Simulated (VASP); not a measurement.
GaS:

```
Ga S
1.0
     3.59008    0.00000    0.00000
    -1.79504    3.10910    0.00000
     0.00000    0.00000   15.45028
Ga S
4 4
Direct
  0.33333 0.66667 0.17078
  0.66667 0.33333 0.67078
  0.33333 0.66667 0.32922
  0.66667 0.33333 0.82922
  0.33333 0.66667 0.60034
  0.66667 0.33333 0.10034
  0.33333 0.66667 0.89966
  0.66667 0.33333 0.39966
```

* Program: VASP 6.6.1
* Task: relaxation of cell and atoms
* Functional: LDA
* Potentials or basis: VASP PAW LDA potentials, release 64 (Ga_d, S)
* Cutoff: 500 eV
* k mesh: 9 × 9 × 2
* Occupations: gaussian, width 0.02 eV
* Spin: no spin polarisation

At the start: pressure -2.9 GPa; volume 21.56 Å³/atom.

Q: How do energy, volume and symmetry change on relaxing?

A: Over 14 steps the energy falls by 8.4 meV/atom and the volume is 20.66 Å³/atom (-4.2 %); space group P6_3/mmc (No. 194, to 0.1 Å) before and after.

Step by step:
| step | energy change (eV) | largest force (eV/Å) | pressure (GPa) | volume (Å³) |
| --- | --- | --- | --- | --- |
| 1 | 0.0000 | 0.2848 | -2.93 | 172.45 |
| 2 | -0.0391 | 0.3378 | 1.78 | 162.80 |
| 3 | -0.0631 | 0.1709 | -0.13 | 166.37 |
| 4 | -0.0665 | 0.0279 | -0.01 | 165.68 |
| 5 | -0.0665 | 0.0300 | -0.02 | 165.70 |
| 6 | -0.0669 | 0.0180 | 0.01 | 165.58 |
| 7 | -0.0670 | 0.0113 | 0.01 | 165.51 |
| 8 | -0.0670 | 0.0098 | 0.00 | 165.50 |
| 9 | -0.0671 | 0.0067 | -0.02 | 165.50 |
| 10 | -0.0671 | 0.0129 | -0.08 | 165.52 |
| 11 | -0.0671 | 0.0123 | -0.07 | 165.51 |
| 12 | -0.0671 | 0.0108 | -0.07 | 165.47 |
| 13 | -0.0672 | 0.0077 | -0.06 | 165.39 |
| 14 | -0.0672 | 0.0017 | -0.02 | 165.24 |

Final structure:
```
CELL_PARAMETERS angstrom
3.53669 0.00000 0.00000
-1.76834 3.06286 0.00000
0.00000 0.00000 15.25442
ATOMIC_POSITIONS crystal
Ga 0.33333 0.66667 0.17095
Ga 0.66667 0.33333 0.67095
Ga 0.33333 0.66667 0.32905
Ga 0.66667 0.33333 0.82905
S 0.33333 0.66667 0.60014
S 0.66667 0.33333 0.10014
S 0.33333 0.66667 0.89986
S 0.66667 0.33333 0.39986
```
